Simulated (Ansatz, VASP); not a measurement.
**Two plane-wave programs on MnO**

File POSCAR:

```
MnO
1.0
    0.0000000000      2.1938512115      2.1938512115
    2.1938512115      0.0000000000      2.1938512115
    2.1938512115      2.1938512115      0.0000000000
Mn O
1 1
Direct
    0.0000000000      0.0000000000      0.0000000000
    0.5000000000      0.5000000000      0.5000000000
```

INCAR.step1

```
  ALGO = Normal
  EDIFF = 1E-5
  ENCUT = 520
  GGA = PE
  ISIF = 2
  ISMEAR = -1
  ISPIN = 2
  LASPH = T
  LMAXMIX = 4
  LORBIT = 11
  LREAL = F
  LWAVE = T
  MAGMOM = 4 0
  NBANDS = 20
  NELM = 150
  PREC = Accurate
  SIGMA = 0.05
```

File INCAR.step2:

```
  AEXX = 0.2
  AGGAC = 0.81
  AGGAX = 0.72
  ALDAC = 0.19
  ALGO = Normal
  EDIFF = 1E-6
  ENCUT = 520
  GGA = B3
  ISIF = 2
  ISMEAR = -1
  ISPIN = 2
  ISTART = 1
  LASPH = T
  LCHARG = T
  LELF = T
  LHFCALC = T
  LMAXMIX = 4
  LORBIT = 11
  LREAL = F
  LVHAR = T
  LWAVE = F
  MAGMOM = 4 0
  NBANDS = 20
  NELM = 150
  PREC = Accurate
  PRECFOCK = Normal
  SIGMA = 0.05
```

The input KPOINTS:

```
k-points
0
Gamma
  5 5 5
```

File input.yaml:

```yaml
crystal:
  lattice:
    - [0.0, 2.1938512115, 2.1938512115]
    - [2.1938512115, 0.0, 2.1938512115]
    - [2.1938512115, 2.1938512115, 0.0]
  atoms:
    - { symbol: Mn, position: [0.0, 0.0, 0.0], spin: 4.0 }
    - { symbol: O, position: [0.5, 0.5, 0.5] }
hamiltonian:
  xc: b3lyp
  pseudopotentials: { kind: paw }
magnetization:
  spin_polarized: true
kpoints:
  mp_grid: { grid: [5, 5, 5] }
scf:
  occupations: { method: fermi_dirac, width: 0.05 }
output:
  forces: true
  stress: true
  eigenvalues: true
```

Alike in both runs: task single point; functional B3LYP; k mesh 5 × 5 × 5; occupations fermi-dirac, width 0.05 eV; collinear spin.

```csv
,VASP,Ansatz
version,VASP 6.6.1,Ansatz 0.2.0
potentials or method,"VASP PAW PBE potentials, release 64 (Mn_pv, O)",Ansatz PAW
plane-wave cutoff (eV),520,420
valence electrons in the cell,19,21
```

|  | VASP | Ansatz | Ansatz less VASP |
| --- | --- | --- | --- |
| gap on the k mesh at the Fermi level (eV) | 2.00 | 1.97 | -0.030 |
| least direct gap on the mesh (eV) | 4.13 | 4.10 | -0.033 |
| pressure (GPa) | 13.8 | 13.2 | -0.55 |
| net moment per atom (μB) | 2.50 | 2.50 | +0.001 |
| size of the moment on the site where the two differ most (μB) | 4.55 | 4.25 | -0.293 |

VASP's potentials were made for PBE, not for B3LYP. Site moments also hang on the region over which each program counts them. VASP's potentials hold 19 valence electrons a cell and Ansatz's 21, so a difference there can come from the potentials and not from the codes.

The k mesh is coarse, so the values compare programs but aren't converged. Noted on Ansatz's run: the magnetic or orbital state may not be the lowest; odd divisions of the mesh miss points on the zone boundary, where band edges often lie, so the gap on the mesh can be too wide.
